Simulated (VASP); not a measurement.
# C (P6_3/mmc) in VASP: a series of runs

The runs below take C through single point, with PBE.

Everything below comes from runs of VASP 6.6.1. Logs are shortened: lines on timing, memory, paths and dates and some standing lists are left out, and cuts for length are marked.

### Step 1. The cell of the first run

It takes space group P6_3/mmc (No. 194, hexagonal). The conventional cell has a = 2.345 Å, b = 2.345 Å, c = 30.381 Å, α = 90.00°, β = 90.00°, γ = 120.00°. C (site symmetry 3m) has 3 C at 1.36 Å within 1.8 Å. Within 1.8 Å of C (site symmetry 3m) lie 3 C at 1.36 Å. C (site symmetry -6m2) has 3 C at 1.35 Å within 1.8 Å. Within 1.8 Å of C (site symmetry -6m2) lie 3 C at 1.35 Å.

### Step 2. Single point, PBE (atoms shifted along a free coordinate)

INCAR reads:

```
SYSTEM = C
ALGO = Normal
EDIFF = 1E-6
ENCUT = 520
GGA = PE
ISIF = 2
ISMEAR = 0
LASPH = .True.
LCHARG = .False.
LREAL = .False.
LWAVE = .False.
NBANDS = 36
NELM = 60
PREC = Accurate
SIGMA = 0.15
```

KPOINTS reads:

```
k-points
0
Gamma
  18 18 2
  0 0 0
```

POSCAR reads:

```
C
1.0
    2.3454914661      0.0000000000      0.0000000000
   -1.1727457331      2.0312551940      0.0000000000
    0.0000000000      0.0000000000     30.3810111588
C
12
Direct
    0.6666666667      0.3333333333      0.9805841193
    0.6666666667      0.3333333333      0.4765728544
    0.6666666667      0.3333333333      0.7547604756
    0.6666666667      0.3333333333      0.2507492107
    0.0000000000      0.0000000000      0.6156666650
    0.3333333333      0.6666666667      0.2547604756
    0.0000000000      0.0000000000      0.1156666650
    0.6666666667      0.3333333333      0.6156666650
    0.3333333333      0.6666666667      0.7507492107
    0.3333333333      0.6666666667      0.1156666650
    0.3333333333      0.6666666667      0.4805841193
    0.3333333333      0.6666666667      0.9765728544
```

Potentials or basis: VASP PAW PBE potentials, release 64 (C).

Started as:

```console
> cat potpaw_PBE.64/C/POTCAR > POTCAR
> mpirun -np 1 vasp_std > vasp.out
```

OUTCAR:

```text
SYSTEM = C
   EDIFF = 1E-6
   ENCUT = 520
   GGA = PE
   ISIF = 2
   ISMEAR = 0
   LASPH = .True.
   LREAL = .False.
   NELM = 60
   PREC = Accurate

 ion  position               nearest neighbor table
   1  0.667  0.333  0.981-  12 1.36  12 1.36  12 1.36
   2  0.667  0.333  0.477-  11 1.36  11 1.36  11 1.36
   3  0.667  0.333  0.755-   9 1.36   9 1.36   9 1.36
   4  0.667  0.333  0.251-   6 1.36   6 1.36   6 1.36
   5  0.000  0.000  0.616-   8 1.35   8 1.35   8 1.35
   6  0.333  0.667  0.255-   4 1.36   4 1.36   4 1.36
   7  0.000  0.000  0.116-  10 1.35  10 1.35  10 1.35
   8  0.667  0.333  0.616-   5 1.35   5 1.35   5 1.35
   9  0.333  0.667  0.751-   3 1.36   3 1.36   3 1.36
  10  0.333  0.667  0.116-   7 1.35   7 1.35   7 1.35
  11  0.333  0.667  0.481-   2 1.36   2 1.36   2 1.36
  12  0.333  0.667  0.977-   1 1.36   1 1.36   1 1.36

  LATTYP: Found a hexagonal cell.
 ALAT       =     2.3454914661
 C/A-ratio  =    12.9529403956

  Lattice vectors:

 A1 = (   2.3454914661,   0.0000000000,   0.0000000000)
 A2 = (  -1.1727457331,   2.0312551940,   0.0000000000)
 A3 = (   0.0000000000,   0.0000000000,  30.3810111588)

Analysis of symmetry for initial positions (statically):
=====================================================================
 Subroutine PRICEL returns:
 Original cell was already a primitive cell.

 Routine SETGRP: Setting up the symmetry group for a
 hexagonal supercell.

 Subroutine GETGRP returns: Found 24 space group operations
 (whereof  6 operations were pure point group operations)
 out of a pool of 24 trial point group operations.

The static configuration has the point symmetry C_3v.
 The point group associated with its full space group is D_6h.

Analysis of symmetry for dynamics (positions and initial velocities):
=====================================================================
 Subroutine PRICEL returns:
 Original cell was already a primitive cell.

 Routine SETGRP: Setting up the symmetry group for a
 hexagonal supercell.

 Subroutine GETGRP returns: Found 24 space group operations
 (whereof  6 operations were pure point group operations)
 out of a pool of 24 trial point group operations.

The dynamic configuration has the point symmetry C_3v.
 The point group associated with its full space group is D_6h.

 Subroutine INISYM returns: Found 24 space group operations
 (whereof  6 operations are pure point group operations),
 and found     1 'primitive' translations

----------------------------------------------------------------------------------------

                                     Primitive cell

  volume of cell :     144.7440

  direct lattice vectors                    reciprocal lattice vectors
     2.345491466  0.000000000  0.000000000     0.426349878  0.246153217  0.000000000
    -1.172745733  2.031255194  0.000000000     0.000000000  0.492306433  0.000000000
     0.000000000  0.000000000 30.381011159     0.000000000  0.000000000  0.032915297

  length of vectors
     2.345491466  2.345491466 30.381011159     0.492306433  0.492306433  0.032915297

  position of ions in fractional coordinates (direct lattice)
     0.666666667  0.333333333  0.980584119
     0.666666667  0.333333333  0.476572854
     0.666666667  0.333333333  0.754760476
     0.666666667  0.333333333  0.250749211
     0.000000000  0.000000000  0.615666665
     0.333333333  0.666666667  0.254760476
     0.000000000  0.000000000  0.115666665
     0.666666667  0.333333333  0.615666665
     0.333333333  0.666666667  0.750749211
     0.333333333  0.666666667  0.115666665
     0.333333333  0.666666667  0.480584119
     0.333333333  0.666666667  0.976572854

  ion indices of the primitive-cell ions
   primitive index   ion index
                 1           1
                 2           2
                 3           3
                 4           4
                 5           5
                 6           6
                 7           7
                 8           8
                 9           9
                10          10
                11          11
                12          12

----------------------------------------------------------------------------------------

 KPOINTS: k-points

Automatic generation of k-mesh.
 Grid dimensions read from file:
 generate k-points for:   18   18    2

 Generating k-lattice:

  Cartesian coordinates                     Fractional coordinates (reciprocal lattice)
     0.023686104  0.013675179  0.000000000     0.055555556  0.000000000  0.000000000
     0.000000000  0.027350357  0.000000000     0.000000000  0.055555556  0.000000000
     0.000000000  0.000000000  0.016457648     0.000000000  0.000000000  0.500000000

  Length of vectors
     0.027350357  0.027350357  0.016457648

  Shift w.r.t. Gamma in fractional coordinates (k-lattice)
     0.000000000  0.000000000  0.000000000

 Subroutine IBZKPT returns following result:
 ===========================================

 Found     74 irreducible k-points:

 Following reciprocal coordinates:
            Coordinates               Weight
  0.000000  0.000000  0.000000      1.000000
  0.055556  0.000000  0.000000      6.000000
  0.111111  0.000000  0.000000      6.000000
  0.166667  0.000000  0.000000      6.000000
  0.222222  0.000000  0.000000      6.000000
  0.277778  0.000000  0.000000      6.000000
[... 16 lines left out ...]
  0.333333  0.111111  0.000000     12.000000
  0.388889  0.111111  0.000000     12.000000
 [... further k-points ...]
   k-points           NKPTS =     74   k-points in BZ     NKDIM =     74   number of bands    NBANDS=     36
   number of dos      NEDOS =    301   number of ions     NIONS =     12
   total plane-waves  NPLWV =  77760
   dimension x,y,z NGX =    18 NGY =   18 NGZ =  240
   dimension x,y,z NGXF=    36 NGYF=   36 NGZF=  480
   ions per type =              12
   NGX,Y,Z   is equivalent  to a cutoff of  12.76, 12.76, 13.13 a.u.
   NGXF,Y,Z  is equivalent  to a cutoff of  25.52, 25.52, 26.27 a.u.
 SYSTEM =  C
   PREC   = accura    normal or accurate (medium, high low for compatibility)
   ISTART =      0    job   : 0-new  1-cont  2-samecut
   ICHARG =      2    charge: 1-file 2-atom 10-const
   ISPIN  =      1    spin polarized calculation?
   LNONCOLLINEAR =      F non collinear calculations
   LSORBIT =      F    spin-orbit coupling
   LASPH  =      T    aspherical Exc in radial PAW
   ENCUT  =  520.0 eV  38.22 Ry    6.18 a.u.   4.36  4.36 56.49*2*pi/ulx,y,z
   NELM   =     60;   NELMIN=  2; NELMDL= -5     # of ELM steps
   EDIFF  = 0.1E-05   stopping-criterion for ELM
   LREAL  =      F    real-space projection
   EDIFFG = 0.1E-04   stopping-criterion for IOM
   NSW    =      0    number of steps for IOM
   IBRION =     -1    ionic relax: 0-MD 1-quasi-New 2-CG
   NFREE  =      0    steps in history (QN), initial steepest desc. (CG)
   ISIF   =      2    stress and relaxation
   ISYM   =      2    0-nonsym 1-usesym 2-fastsym
   POTIM  = 0.5000    time-step for ionic-motion
   TEBEG  =    0.0;   TEEND  =   0.0 temperature during run
   PSTRESS=    0.0 pullay stress
   NELECT =      48.0000    total number of electrons
   NUPDOWN=      -1.0000    fix difference up-down
   EMIN   =  10.00;   EMAX   =-10.00  energy-range for DOS
   EFERMI =   0.00;   METHOD = LEGACY
   ISMEAR =     0;   SIGMA  =   0.15  broadening in eV -4-tet -1-fermi 0-gaus
   EFERMI_NEDOS =   21; number of points for ismear=-14 and -15
   IALGO  =     38    algorithm
   IMIX   =      4    mixing-type and parameters
     AMIX     =   0.40;   BMIX     =  1.00
     AMIX_MAG =   1.60;   BMIX_MAG =  1.00
  volume/ion in A,a.u.               =      12.06        81.40
  Fermi-wavevector in a.u.,A,eV,Ry     =   1.133153  2.141348 17.470353  1.284035
  Thomas-Fermi vector in A             =   2.269855
   LORBIT       =      0    0 simple, 1 ext, 2 COOP (PROOUT), +10 PAW based schemes
   GGA     = PE    functional components
   LHFCALC =     F    Hartree Fock is set to
   AEXX    =    0.0000 exact exchange contribution
   IVDW    =     0    specifies the selected vdW correction
   LEPSILON=     F    determine dielectric tensor
   LRPA    =     F    only Hartree local field effects (RPA)
 non-spin polarized calculation
 Gauss-broadening in eV      SIGMA  =   0.15
  energy-cutoff  :      520.00
  volume of cell :      144.74
 maximum number of plane-waves:      3996
 NGX is ok and might be reduce to    18
   NGX =  9   NGY =  9   NGZ =113

 number of electron      48.0000009 magnetization

 Free energy of the ion-electron system (eV)
  ---------------------------------------------------
  ext. energy  EPLUGINS =         0.00000000
  ---------------------------------------------------
  free energy    TOTEN  =      -107.94760068 eV

  energy without entropy =     -107.94192439  energy(sigma->0) =     -107.94476254

 E-fermi :   2.4370     XC(G=0):  -7.8189

 val. band max:        2.4338071466   @ k =   0.3333   0.3333   0.0000
 cond. band min:       2.4447622239   @ k =   0.3333   0.3333   0.5000
 fundamental gap:      0.0109550773
 Fermi energy:         2.4369886253

 k-point     1 :       0.0000    0.0000    0.0000
  band No.  band energies     occupation
      1     -18.3163      2.00000
      2     -18.3162      2.00000
      3     -18.2587      2.00000
      4     -18.2587      2.00000
      5     -18.2551      2.00000
      6     -18.2551      2.00000
[... 28 lines left out ...]
     35      11.8022      0.00000
     36      11.8038      0.00000

 k-point     2 :       0.0556    0.0000    0.0000
  band No.  band energies     occupation
      1     -18.2367      2.00000
      2     -18.2366      2.00000
      3     -18.1790      2.00000
      4     -18.1790      2.00000
      5     -18.1754      2.00000
      6     -18.1754      2.00000
[... 850 lines left out ...]
 k-point    24 :       0.3889    0.1111    0.0000
  band No.  band energies     occupation
      1     -13.1524      2.00000
      2     -13.1524      2.00000
      3     -13.0819      2.00000
      4     -13.0819      2.00000
      5     -13.0807      2.00000
      6     -13.0807      2.00000
[... 28 lines left out ...]
     35      12.7201      0.00000
     36      12.7346      0.00000

 [... further k-points ...]

------------------------ aborting loop because EDIFF is reached ----------------------------------------

  FORCE on cell =-STRESS in cart. coord.  units (eV):
  Direction    XX          YY          ZZ          XY          YZ          ZX
  --------------------------------------------------------------------------------------
  -------------------------------------------------------------------------------------
  Total       46.1019518     46.1019518     -0.9781623     -0.0000000      0.0000000     -0.0000000
  in kB      510.3044132    510.3044132    -10.8273190     -0.0000000      0.0000000     -0.0000000
  external PRESSURE =     336.5938358 kB  Pullay stress =       0.0000000 kB

 VOLUME and BASIS-vectors are now :
 -----------------------------------------------------------------------------
  energy-cutoff  :      520.00
  volume of cell :      144.74
      direct lattice vectors                 reciprocal lattice vectors
     2.345491466  0.000000000  0.000000000     0.426349878  0.246153217  0.000000000
    -1.172745733  2.031255194  0.000000000     0.000000000  0.492306433  0.000000000
     0.000000000  0.000000000 30.381011159     0.000000000  0.000000000  0.032915297

 POSITION                                       TOTAL-FORCE (eV/Angst)
 -----------------------------------------------------------------------------------
      1.17275      0.67709     29.79114        -0.000000      0.000000     -1.927378
      1.17275      0.67709     14.47877        -0.000000     -0.000000      1.925016
      1.17275      0.67709     22.93039         0.000000     -0.000000     -1.925016
      1.17275      0.67709      7.61801        -0.000000      0.000000      1.927378
      0.00000      0.00000     18.70458        -0.000000     -0.000000     -0.000000
     -0.00000      1.35417      7.73988         0.000000      0.000000     -1.925016
      0.00000      0.00000      3.51407         0.000000     -0.000000     -0.000000
      1.17275      0.67709     18.70458        -0.000000      0.000000     -0.000000
     -0.00000      1.35417     22.80852         0.000000     -0.000000      1.927378
     -0.00000      1.35417      3.51407         0.000000      0.000000     -0.000000
     -0.00000      1.35417     14.60063        -0.000000      0.000000     -1.927378
     -0.00000      1.35417     29.66927        -0.000000      0.000000      1.925016
 -----------------------------------------------------------------------------------
    total drift:                               -0.000000     -0.000000      0.000000

  FREE ENERGIE OF THE ION-ELECTRON SYSTEM (eV)
  ---------------------------------------------------
  free  energy   TOTEN  =      -107.9476006763 eV

  energy  without entropy=     -107.9419243941  energy(sigma->0) =     -107.94476254
```

Run time: 3.5 min. Hardware: 1 thread of Intel Xeon 6975P-C (Granite Rapids), shared host; peak memory 0.42 GiB.

What came out:

| Quantity | Value |
| --- | --- |
| Free energy | -107.9476 eV |
| Pressure | 33.7 GPa |
| Largest force | 1.927 eV/Å |
| Band gap on the k mesh | zero (filled and empty bands touch) |

Forces in eV/Å, atoms in the order of the input:
```
C    0.000  0.000 -1.927
C    0.000  0.000  1.925
C    0.000  0.000 -1.925
C    0.000  0.000  1.927
C    0.000  0.000  0.000
C    0.000  0.000 -1.925
C    0.000  0.000  0.000
C    0.000  0.000  0.000
C    0.000  0.000  1.927
C    0.000  0.000  0.000
C    0.000  0.000 -1.927
C    0.000  0.000  1.925
```

Caveat: the cell differs from its parent crystal (atoms shifted along a free coordinate); the stress differs along the axes, from -1 to 51 GPa; this functional lacks dispersion, which binds layers or chains, so the pressure and a relaxed spacing across them are unreliable; forces of over 1 eV/Å act on the atoms, so gaps and moduli don't describe the material at rest.

(Continued in part 2 of 2.)
